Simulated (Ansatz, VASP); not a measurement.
**Two plane-wave programs on Ta2Si**

POSCAR

```
Ta2Si
1.0
   -3.0877629443      3.0877629443      2.5236412193
    3.0877629443     -3.0877629443      2.5236412193
    3.0877629443      3.0877629443     -2.5236412193
Ta Si
4 2
Direct
    0.6635932100      0.8364067900      0.5000000000
    0.8364067900      0.3364067900      0.1728135800
    0.3364067900      0.1635932100      0.5000000000
    0.1635932100      0.6635932100      0.8271864200
    0.2500000000      0.2500000000      0.0000000000
    0.7500000000      0.7500000000      0.0000000000
```

File INCAR.step1:

```
PREC = Accurate
ENCUT = 520
ISMEAR = 0
SIGMA = 0.02
LREAL = F
LASPH = T
NELM = 100
NBANDS = 35
GGA = PE
ALGO = Normal
EDIFF = 1E-4
LWAVE = T
LCHARG = F
```

File INCAR.step2:

```
PREC = Accurate
ENCUT = 520
EDIFF = 1E-6
ISMEAR = 0
SIGMA = 0.02
LREAL = F
LASPH = T
NELM = 100
ALGO = Normal
ISIF = 2
LWAVE = F
LCHARG = F
METAGGA = R2SCAN
LMIXTAU = T
NBANDS = 35
ISTART = 1
```

KPOINTS

```
regular mesh
0
Gamma
  10 10 10
```

Input for Ansatz:

```yaml
crystal:
  lattice:
    - [-3.0877629443, 3.0877629443, 2.5236412193]
    - [3.0877629443, -3.0877629443, 2.5236412193]
    - [3.0877629443, 3.0877629443, -2.5236412193]
  atoms:
    - { symbol: Ta, position: [0.66359321, 0.83640679, 0.5] }
    - { symbol: Ta, position: [0.83640679, 0.33640679, 0.17281358] }
    - { symbol: Ta, position: [0.33640679, 0.16359321, 0.5] }
    - { symbol: Ta, position: [0.16359321, 0.66359321, 0.82718642] }
    - { symbol: Si, position: [0.25, 0.25, 0.0] }
    - { symbol: Si, position: [0.75, 0.75, 0.0] }
basis:
  ecutwfc: 500
kpoints:
  mp_grid: { grid: [10, 10, 10] }
hamiltonian:
  xc: r2scan
scf:
  occupations: { method: gaussian, width: 0.02 }
output:
  forces: true
  stress: true
  eigenvalues: true
```

Alike in both runs: task single point; functional r2SCAN; k mesh 10 × 10 × 10; occupations gaussian, width 0.02 eV; no spin polarisation.

|  | VASP | Ansatz |
| --- | --- | --- |
| version | VASP 6.6.1 | Ansatz 0.2.0 |
| potentials or method | VASP PAW PBE potentials, release 64 (Ta_pv, Si), cutoff 520 eV | scalar-relativistic, plane waves, PAW |
| valence electrons in the cell | 52 | 60 |

```csv
,VASP,Ansatz,Ansatz less VASP
gap on the k mesh at the Fermi level (eV),none,none,-
pressure (GPa),0.0,-0.5,-0.45
"traceless stress, the component that is largest in VASP (GPa)",0.22,0.23,+0.014
rms of the force components (eV/Å),0.004,0.003,-0.0012
```

VASP's potentials were made for PBE, not for r2SCAN. Atom by atom the forces differ by 0.001 eV/Å (rms over components). A gap of «none» marks a metal or a gap that the smearing closes. VASP's potentials hold 52 valence electrons a cell and Ansatz's 60, so a difference there can come from the potentials and not from the codes.

Spin-orbit coupling is off throughout.
